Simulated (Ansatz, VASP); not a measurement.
# Te: VASP beside Ansatz

```
CELL_PARAMETERS angstrom
0.00000 3.72136 3.72136
3.72136 0.00000 3.72136
3.72136 3.72136 0.00000
ATOMIC_POSITIONS crystal
Te 0.12500 0.12500 0.12500
Te 0.87500 0.87500 0.87500
```

Alike in both runs: task single point; functional revPBE; k mesh 9 × 9 × 9; occupations fermi-dirac, width 0.1 eV; no spin polarisation.

```csv
,VASP,Ansatz
version,VASP 6.6.1,Ansatz 0.2.0
potentials or method,"VASP PAW PBE potentials, release 64 (Te), cutoff 520 eV","plane waves (420 eV) with PAW, scalar-relativistic"
valence electrons in the cell,12,32
```

|  | VASP | Ansatz | Ansatz less VASP |
| --- | --- | --- | --- |
| pressure (GPa) | -1.6 | -1.6 | +0.03 |

VASP's potentials were made for PBE, not for revPBE. VASP's potentials hold 12 valence electrons a cell and Ansatz's 32, so a difference there can come from the potentials and not from the codes.

Spin-orbit coupling is off throughout.
